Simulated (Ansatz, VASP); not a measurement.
Two plane-wave programs on Pt

INCAR

```
PREC     = Accurate       # precision mode
ENCUT    = 520            # plane-wave cutoff, eV
EDIFF    = 1E-6           # SCF threshold, eV
ISMEAR   = 0              # smearing method
SIGMA    = 0.15           # smearing width, eV
LREAL    = False          # projectors in reciprocal space
LASPH    = True           # aspherical terms in the spheres
NELM     = 100            # most SCF steps
ALGO     = Fast           # electronic algorithm
ISIF     = 2              # what is computed and relaxed
LWAVE    = False          # write WAVECAR
LCHARG   = False          # write CHGCAR
GGA      = PS             # functional
NBANDS   = 17             # bands
```

KPOINTS

```
Automatic mesh
0
Gamma
  18 18 10
```

File POSCAR:

```
Pt
1.0
    2.5398123665      0.0000000000      0.0000000000
   -1.2699061833      2.1995420302      0.0000000000
    0.0000000000      0.0000000000      5.1755047200
Pt
2
Direct
    0.6666666667      0.3333333333      0.7500000000
    0.3333333333      0.6666666667      0.2500000000
```

Input for Ansatz:

```yaml
crystal:
  lattice:
    - [2.5398123665, 0.0, 0.0]
    - [-1.2699061833, 2.1995420302, 0.0]
    - [0.0, 0.0, 5.17550472]
  atoms:
    - { symbol: Pt, position: [0.6666666667, 0.3333333333, 0.75] }
    - { symbol: Pt, position: [0.3333333333, 0.6666666667, 0.25] }
basis:
  ecutwfc: 420
kpoints:
  mp_grid: { grid: [18, 18, 10] }
hamiltonian:
  xc: pbesol
scf:
  occupations: { method: gaussian, width: 0.15 }
output:
  forces: true
  stress: true
  eigenvalues: true
```

Change from the starting cell: strain -0.080 along x and y, +0.080 along z, atoms carried along.

Alike in both runs: task single point; functional PBEsol; k mesh 18 × 18 × 10; occupations gaussian, width 0.15 eV; no spin polarisation.

|  | VASP | Ansatz |
| --- | --- | --- |
| version | VASP 6.6.1 | Ansatz 0.2.0 |
| potentials or method | VASP PAW PBE potentials, release 64 (Pt), cutoff 520 eV | scalar-relativistic, plane waves, PAW |
| valence electrons in the cell | 20 | 36 |

Ansatz gave:

- gap on the k mesh at the Fermi level (eV): none
- pressure (GPa): 33.2
- traceless stress, the component that is largest in VASP (GPa): -42.98

**Question.** What did VASP give for the same quantities?

**Answer.** gap on the k mesh at the Fermi level (eV): none; pressure (GPa): 32.8; traceless stress, the component that is largest in VASP (GPa): -42.89.

VASP's potentials were made for PBE, not for PBEsol. A gap of «none» marks a metal or a gap that the smearing closes. Both programs put the cell under a high pressure, so it lies far from rest at this level. VASP's potentials hold 20 valence electrons a cell and Ansatz's 36, so a difference there can come from the potentials and not from the codes.

Neither program's run includes spin-orbit coupling.
